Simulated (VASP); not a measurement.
# Cr (P6_3/mmc) in VASP: single point with PBE

Aim: the single point of Cr with PBE.

All numbers are computed with VASP 6.6.1; they aren't measurements. Logs are shortened: lines on timing, memory, paths and dates and some standing lists are left out, and cuts for length are marked.

## (1) The cell of the first run

The structure is hexagonal, space group P6_3/mmc (No. 194). The conventional cell has a = 2.714 Å, b = 2.714 Å, c = 4.410 Å, α = 90.00°, β = 90.00°, γ = 120.00°. Cr (site symmetry -6m2) has 12 Cr at 2.71 Å within 3.6 Å.

This isn't the form of Cr at room conditions, which is bcc.

## (2) Single point, PBE, collinear spin, ferromagnetic start

File INCAR:

```
  PREC = Accurate
  ENCUT = 520
  EDIFF = 1E-6
  ISMEAR = -1
  SIGMA = 0.03
  LREAL = F
  LASPH = T
  NELM = 150
  ALGO = Normal
  ISIF = 2
  LWAVE = F
  LCHARG = F
  ISPIN = 2
  MAGMOM = 0.8 0.8
  LORBIT = 11
  LMAXMIX = 4
  GGA = PE
  NBANDS = 23
```

File KPOINTS:

```
regular mesh
0
Gamma
  10 10 12
```

File POSCAR:

```
Cr
1.0
    2.7140000000      0.0000000000      0.0000000000
   -1.3570000000      2.3503929459      0.0000000000
    0.0000000000      0.0000000000      4.4100000000
Cr
2
Direct
    0.3333333333      0.6666666667      0.2500000000
    0.6666666667      0.3333333333      0.7500000000
```

Potentials or basis: VASP PAW PBE potentials, release 64 (Cr_pv).

The run is started by

```console
$ cat potpaw_PBE.64/Cr_pv/POTCAR > POTCAR
$ mpirun -np 1 vasp_std > vasp.out
```

OUTCAR:

```text
PREC = Accurate
   ENCUT = 520
   EDIFF = 1E-6
   ISMEAR = -1
   LREAL = F
   LASPH = T
   NELM = 150
   ISIF = 2
   ISPIN = 2
   LORBIT = 11
   GGA = PE

 ion  position               nearest neighbor table
   1  0.333  0.667  0.250-   2 2.71   2 2.71   2 2.71   2 2.71   2 2.71   2 2.71
   2  0.667  0.333  0.750-   1 2.71   1 2.71   1 2.71   1 2.71   1 2.71   1 2.71

  LATTYP: Found a hexagonal cell.
 ALAT       =     2.7140000000
 C/A-ratio  =     1.6249078850

  Lattice vectors:

 A1 = (   2.7140000000,   0.0000000000,   0.0000000000)
 A2 = (  -1.3570000000,   2.3503929459,   0.0000000000)
 A3 = (   0.0000000000,   0.0000000000,   4.4100000000)

Analysis of symmetry for initial positions (statically):
=====================================================================
 Subroutine PRICEL returns:
 Original cell was already a primitive cell.

 Routine SETGRP: Setting up the symmetry group for a
 hexagonal supercell.

 Subroutine GETGRP returns: Found 24 space group operations
 (whereof 12 operations were pure point group operations)
 out of a pool of 24 trial point group operations.

The static configuration has the point symmetry D_3d.
 The point group associated with its full space group is D_6h.

Analysis of symmetry for dynamics (positions and initial velocities):
=====================================================================
 Subroutine PRICEL returns:
 Original cell was already a primitive cell.

 Routine SETGRP: Setting up the symmetry group for a
 hexagonal supercell.

 Subroutine GETGRP returns: Found 24 space group operations
 (whereof 12 operations were pure point group operations)
 out of a pool of 24 trial point group operations.

The dynamic configuration has the point symmetry D_3d.
 The point group associated with its full space group is D_6h.

Analysis of structural, dynamic, and magnetic symmetry:
=====================================================================
 Subroutine PRICEL returns:
 Original cell was already a primitive cell.

 Routine SETGRP: Setting up the symmetry group for a
 hexagonal supercell.

 Subroutine GETGRP returns: Found 24 space group operations
 (whereof 12 operations were pure point group operations)
 out of a pool of 24 trial point group operations.

The overall configuration has the point symmetry D_3d.
 The point group associated with its full space group is D_6h.

 Subroutine INISYM returns: Found 24 space group operations
 (whereof 12 operations are pure point group operations),
 and found     1 'primitive' translations

----------------------------------------------------------------------------------------

                                     Primitive cell

  volume of cell :      28.1312

  direct lattice vectors                    reciprocal lattice vectors
     2.714000000  0.000000000  0.000000000     0.368459838  0.212730387  0.000000000
    -1.357000000  2.350392946  0.000000000     0.000000000  0.425460773  0.000000000
     0.000000000  0.000000000  4.410000000     0.000000000  0.000000000  0.226757370

  length of vectors
     2.714000000  2.714000000  4.410000000     0.425460773  0.425460773  0.226757370

  position of ions in fractional coordinates (direct lattice)
     0.333333333  0.666666667  0.250000000
     0.666666667  0.333333333  0.750000000

  ion indices of the primitive-cell ions
   primitive index   ion index
                 1           1
                 2           2

----------------------------------------------------------------------------------------

 KPOINTS: regular mesh

Automatic generation of k-mesh.
 Grid dimensions read from file:
 generate k-points for:   10   10   12

 Generating k-lattice:

  Cartesian coordinates                     Fractional coordinates (reciprocal lattice)
     0.036845984  0.021273039  0.000000000     0.100000000  0.000000000  0.000000000
     0.000000000  0.042546077  0.000000000     0.000000000  0.100000000  0.000000000
     0.000000000  0.000000000  0.018896447     0.000000000  0.000000000  0.083333333

  Length of vectors
     0.042546077  0.042546077  0.018896447

  Shift w.r.t. Gamma in fractional coordinates (k-lattice)
     0.000000000  0.000000000  0.000000000

 Subroutine IBZKPT returns following result:
 ===========================================

 Found     98 irreducible k-points:

 Following reciprocal coordinates:
            Coordinates               Weight
  0.000000  0.000000  0.000000      1.000000
  0.100000  0.000000  0.000000      6.000000
  0.200000  0.000000  0.000000      6.000000
  0.300000 -0.000000  0.000000      6.000000
  0.400000  0.000000  0.000000      6.000000
  0.500000  0.000000  0.000000      3.000000
[... 16 lines left out ...]
  0.300000  0.100000  0.083333     24.000000
  0.400000  0.100000  0.083333     24.000000
 [... further k-points ...]
   k-points           NKPTS =     98   k-points in BZ     NKDIM =     98   number of bands    NBANDS=     23
   number of dos      NEDOS =    301   number of ions     NIONS =      2
   total plane-waves  NPLWV =  14400
   dimension x,y,z NGX =    20 NGY =   20 NGZ =   36
   dimension x,y,z NGXF=    40 NGYF=   40 NGZF=   72
   ions per type =               2
   NGX,Y,Z   is equivalent  to a cutoff of  12.25, 12.25, 13.57 a.u.
   NGXF,Y,Z  is equivalent  to a cutoff of  24.50, 24.50, 27.14 a.u.
 SYSTEM =  unknown system
   PREC   = accura    normal or accurate (medium, high low for compatibility)
   ISTART =      0    job   : 0-new  1-cont  2-samecut
   ICHARG =      2    charge: 1-file 2-atom 10-const
   ISPIN  =      2    spin polarized calculation?
   LNONCOLLINEAR =      F non collinear calculations
   LSORBIT =      F    spin-orbit coupling
   LASPH  =      T    aspherical Exc in radial PAW
   ENCUT  =  520.0 eV  38.22 Ry    6.18 a.u.   5.05  5.05  8.20*2*pi/ulx,y,z
   NELM   =    150;   NELMIN=  2; NELMDL= -5     # of ELM steps
   EDIFF  = 0.1E-05   stopping-criterion for ELM
   LREAL  =      F    real-space projection
   EDIFFG = 0.1E-04   stopping-criterion for IOM
   NSW    =      0    number of steps for IOM
   IBRION =     -1    ionic relax: 0-MD 1-quasi-New 2-CG
   NFREE  =      0    steps in history (QN), initial steepest desc. (CG)
   ISIF   =      2    stress and relaxation
   ISYM   =      2    0-nonsym 1-usesym 2-fastsym
   POTIM  = 0.5000    time-step for ionic-motion
   TEBEG  =    0.0;   TEEND  =   0.0 temperature during run
   PSTRESS=    0.0 pullay stress
   NELECT =      24.0000    total number of electrons
   NUPDOWN=      -1.0000    fix difference up-down
   EMIN   =  10.00;   EMAX   =-10.00  energy-range for DOS
   EFERMI =   0.00;   METHOD = LEGACY
   ISMEAR =    -1;   SIGMA  =   0.03  broadening in eV -4-tet -1-fermi 0-gaus
   EFERMI_NEDOS =   21; number of points for ismear=-14 and -15
   IALGO  =     38    algorithm
   IMIX   =      4    mixing-type and parameters
     AMIX     =   0.40;   BMIX     =  1.00
     AMIX_MAG =   1.60;   BMIX_MAG =  1.00
  volume/ion in A,a.u.               =      14.07        94.92
  Fermi-wavevector in a.u.,A,eV,Ry     =   1.552681  2.934142 32.801180  2.410819
  Thomas-Fermi vector in A             =   2.657021
   LORBIT       =     11    0 simple, 1 ext, 2 COOP (PROOUT), +10 PAW based schemes
   GGA     = PE    functional components
   LHFCALC =     F    Hartree Fock is set to
   AEXX    =    0.0000 exact exchange contribution
   IVDW    =     0    specifies the selected vdW correction
   LEPSILON=     F    determine dielectric tensor
   LRPA    =     F    only Hartree local field effects (RPA)
 spin polarized calculation
  energy-cutoff  :      520.00
  volume of cell :       28.13
 maximum number of plane-waves:       776
   NGX = 11   NGY = 11   NGZ = 17

 number of electron      24.0000005 magnetization       1.7835801

 Free energy of the ion-electron system (eV)
  ---------------------------------------------------
  ext. energy  EPLUGINS =         0.00000000
  ---------------------------------------------------
  free energy    TOTEN  =       -17.71323676 eV

  energy without entropy =      -17.70149404  energy(sigma->0) =      -17.70736540

 E-fermi :   8.2864     XC(G=0): -12.5434

 val. band max:        8.2851866765   @ k =   0.3000   0.1000   0.4167
 cond. band min:       8.2894599513   @ k =   0.4000   0.1000   0.4167
 fundamental gap:      0.0042732748
 Fermi energy:         8.2863877421

 spin component 1

 k-point     1 :       0.0000    0.0000    0.0000
  band No.  band energies     occupation
      1     -35.1687      1.00000
      2     -34.8319      1.00000
      3     -34.8319      1.00000
      4     -34.7659      1.00000
      5     -34.7659      1.00000
      6     -34.6853      1.00000
[... 15 lines left out ...]
     22      26.1875      0.00000
     23      28.7965      0.00000
[... 575 lines left out ...]
      1     -35.1776      1.00000
      2     -35.1050      1.00000
      3     -34.9605      1.00000
      4     -34.9405      1.00000
      5     -34.8519      1.00000
      6     -34.7967      1.00000
[... 15 lines left out ...]
     22      18.2656      0.00000
     23      20.0803      0.00000

 [... further k-points ...]

 spin component 2

 k-point     1 :       0.0000    0.0000    0.0000
  band No.  band energies     occupation
      1     -34.3941      1.00000
      2     -33.9640      1.00000
      3     -33.9640      1.00000
      4     -33.9002      1.00000
      5     -33.8969      1.00000
      6     -33.8969      1.00000
[... 15 lines left out ...]
     22      26.2992      0.00000
     23      28.9844      0.00000
[... 575 lines left out ...]
      1     -34.3213      1.00000
      2     -34.2459      1.00000
      3     -34.1667      1.00000
      4     -34.0866      1.00000
      5     -34.0147      1.00000
      6     -33.9821      1.00000
[... 15 lines left out ...]
     22      18.7493      0.00000
     23      20.4873      0.00000

 [... further k-points ...]

------------------------ aborting loop because EDIFF is reached ----------------------------------------

  FORCE on cell =-STRESS in cart. coord.  units (eV):
  Direction    XX          YY          ZZ          XY          YZ          ZX
  --------------------------------------------------------------------------------------
  -------------------------------------------------------------------------------------
  Total       -4.7445343     -4.7445343     -3.9247033      0.0000000      0.0000000      0.0000000
  in kB     -270.2186133   -270.2186133   -223.5262351      0.0000000      0.0000000      0.0000000
  external PRESSURE =    -254.6544872 kB  Pullay stress =       0.0000000 kB

 VOLUME and BASIS-vectors are now :
 -----------------------------------------------------------------------------
  energy-cutoff  :      520.00
  volume of cell :       28.13
      direct lattice vectors                 reciprocal lattice vectors
     2.714000000  0.000000000  0.000000000     0.368459838  0.212730387  0.000000000
    -1.357000000  2.350392946  0.000000000     0.000000000  0.425460773  0.000000000
     0.000000000  0.000000000  4.410000000     0.000000000  0.000000000  0.226757370

 POSITION                                       TOTAL-FORCE (eV/Angst)
 -----------------------------------------------------------------------------------
     -0.00000      1.56693      1.10250        -0.000000     -0.000000      0.000000
      1.35700      0.78346      3.30750         0.000000      0.000000      0.000000
 -----------------------------------------------------------------------------------
    total drift:                               -0.000000      0.000000     -0.000000

  FREE ENERGIE OF THE ION-ELECTRON SYSTEM (eV)
  ---------------------------------------------------
  free  energy   TOTEN  =       -17.7132367582 eV

  energy  without entropy=      -17.7014940444  energy(sigma->0) =      -17.70736540

 total charge

# of ion       s       p       d       tot
------------------------------------------
    1        0.383   6.279   4.055  10.716
    2        0.383   6.279   4.055  10.716
--------------------------------------------------
tot          0.765  12.558   8.109  21.432

 magnetization (x)

# of ion       s       p       d       tot
------------------------------------------
    1        0.002   0.020   0.812   0.833
    2        0.002   0.020   0.812   0.833
--------------------------------------------------
tot          0.004   0.039   1.623   1.667
```

It took 95 s on 1 thread of AMD EPYC 7R43 (Zen 3), shared host; peak memory 0.17 GiB.

What came out:

* Free energy: -17.7132 eV
* Pressure: -25.5 GPa
* Net moment: 1.78 μB per cell
* Site moments: Cr +0.83 μB
* Valence electrons inside the program's atomic spheres: Cr 10.72

Levels at points of the mesh, in eV from the Fermi level:
Spin up:
```tsv
k point	band 11	band 12	band 13	band 14	band 15	band 16
(0.00, 0.00, 0.00)	-0.61	-0.31	-0.31	0.14	0.14	0.42
(0.50, 0.00, 0.00)	-0.82	-0.71	-0.23	1.53	1.64	1.70
(0.00, 0.00, 0.50)	-0.73	-0.73	-0.73	-0.73	1.02	1.02
(0.50, 0.00, 0.50)	0.24	0.24	0.72	0.72	1.64	1.64
```
Spin down:
| k point | band 8 | band 9 | band 10 | band 11 | band 12 | band 13 | band 14 | band 15 |
| --- | --- | --- | --- | --- | --- | --- | --- | --- |
| (0.00, 0.00, 0.00) | -3.09 | -0.01 | 0.09 | 0.09 | 0.48 | 0.48 | 0.67 | 0.98 |
| (0.50, 0.00, 0.00) | -2.55 | -2.22 | -0.77 | -0.02 | 0.02 | 0.40 | 2.37 | 2.52 |
| (0.00, 0.00, 0.50) | -4.85 | -0.57 | -0.57 | 0.04 | 0.04 | 0.04 | 0.04 | 1.89 |
| (0.50, 0.00, 0.50) | -2.87 | -1.38 | -1.38 | 1.07 | 1.07 | 1.18 | 1.18 | 2.48 |

Caveat: the cell stands under tension; an empty level that is flat over the whole mesh can mark a ghost state of the potentials, or a narrow d or f band.
